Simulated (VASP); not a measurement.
## Mg: single point with PBEsol

Mg:

```
Mg
1.0
    -1.93698    1.93698    1.92899
     1.93698   -1.93698    1.92899
     1.93698    1.93698   -1.92899
Mg
1
Direct
  0.50000 0.50000 0.00000
```

This cell differs from its parent crystal: Ca replaced by Mg, lengths x 0.881, strained.

| Item | Value |
| --- | --- |
| Program | VASP 6.6.1 |
| Task | single point |
| Functional | PBEsol |
| Potentials or basis | VASP PAW PBE potentials, release 64 (Mg) |
| Cutoff | 600 eV |
| k mesh | 16 × 16 × 16 |
| Occupations | gaussian, width 0.1 eV |
| Spin | no spin polarisation |

The pressure is -5.5 GPa and the band gap on the k mesh is zero (bands 1 and 2 overlap by 4.19 eV).

Levels at points of the mesh, in eV from the Fermi level:
| k point | band 1 | band 2 | band 3 | band 4 | band 5 |
| --- | --- | --- | --- | --- | --- |
| (0.00, 0.00, 0.00) | -6.01 | 11.48 | 11.55 | 11.55 | 12.27 |
| (0.50, 0.00, 0.00) | -1.15 | -0.96 | 7.67 | 7.80 | 8.72 |
| (0.50, 0.50, 0.00) | -1.17 | -0.99 | 7.72 | 7.86 | 8.79 |
| (0.50, 0.50, 0.50) | 3.21 | 3.21 | 3.29 | 3.89 | 3.92 |

It took 38 s on 1 thread of Intel(R) Xeon(R) Platinum 8488C (Sapphire Rapids), on a shared host, peak memory 0.22 GiB.

Caveat: the cell differs from its parent crystal (Ca replaced by Mg, lengths x 0.881, strained); the cell stands under tension; the PAW data sets were made with another functional, which shifts forces and pressure a little.
